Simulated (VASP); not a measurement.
Set up this calculation in VASP 6.6.1, as the native input.

- Task: relaxation of cell and atoms
- Functional: PBE
- Dispersion: D4
- Potentials or basis: VASP PAW PBE potentials, release 64 (W_sv)
- Cutoff: 340 eV
- k mesh: 13 × 13 × 13
- Occupations: methfessel-paxton, width 0.1 eV
- Spin: no spin polarisation
- Tolerance level: standard
- Purpose: cell
- Passes: 2
- Further INCAR settings: ALGO = Normal; EDIFF = 1e-06

Crystal: W.

```
W
1.0
    -1.61338    1.61338    1.61338
     1.61338   -1.61338    1.61338
     1.61338    1.61338   -1.61338
W
1
Direct
  0.00000 0.00000 0.00000
```

The input as run:

POSCAR

```
W
1.0
   -1.6133792515      1.6133792515      1.6133792515
    1.6133792515     -1.6133792515      1.6133792515
    1.6133792515      1.6133792515     -1.6133792515
W
1
Direct
    0.0000000000      0.0000000000      0.0000000000
```

INCAR.step1

```
SYSTEM = W
  ALGO = Normal
  EDIFF = 1E-6
  EDIFFG = -0.005
  ENCUT = 340
  GGA = PE
  GGA_COMPAT = .False.
  IBRION = 2
  ISIF = 3
  ISMEAR = 1
  IVDW = 13
  LASPH = .True.
  LCHARG = .False.
  LREAL = .False.
  LWAVE = .False.
  NELM = 120
  NELMIN = 4
  NSW = 80
  POTIM = 0.5
  PREC = Accurate
  SIGMA = 0.1
```

INCAR.step3

```
SYSTEM = W
  ALGO = Normal
  EDIFF = 1E-6
  ENCUT = 340
  GGA = PE
  GGA_COMPAT = .False.
  ISIF = 2
  ISMEAR = 1
  IVDW = 13
  LASPH = .True.
  LCHARG = .False.
  LREAL = .False.
  LWAVE = .False.
  NELM = 120
  PREC = Accurate
  SIGMA = 0.1
```

KPOINTS

```
Automatic mesh
0
Gamma
  13 13 13
  0 0 0
```

Potentials or basis: VASP PAW PBE potentials, release 64 (W_sv).

Run with:

```console
$ cat potpaw_PBE.64/W_sv/POTCAR > POTCAR
$ cp INCAR.step1 INCAR
$ cp POSCAR.step1 POSCAR
$ mpirun -np 1 vasp_std > vasp.out
$ cp CONTCAR POSCAR
$ mpirun -np 1 vasp_std > vasp.out
$ cp CONTCAR POSCAR
$ cp INCAR.step3 INCAR
$ mpirun -np 1 vasp_std > vasp.out
```

It gave:

The relaxed volume is 15.78 Å³/atom. The relaxed cell is a = 2.737 Å, b = 2.737 Å, c = 2.737 Å, α = 109.47°, β = 109.47°, γ = 109.47°, the space group after relaxing (to 0.1 Å) is Im-3m (No. 229) and the energy gained by relaxing is 56.3 meV/atom. The ionic steps are 8 and the pressure after relaxing is 0.0 GPa. The band gap on the k mesh is zero (bands 7 and 8 overlap by 5.78 eV) and the dispersion energy per atom is -0.725 eV.

Caveat: spin-orbit coupling is left out, which moves the levels of the heavy elements.

It took 28 s on 1 thread of Intel(R) Xeon(R) Platinum 8488C (Sapphire Rapids) (shared host), peak memory 0.13 GiB.
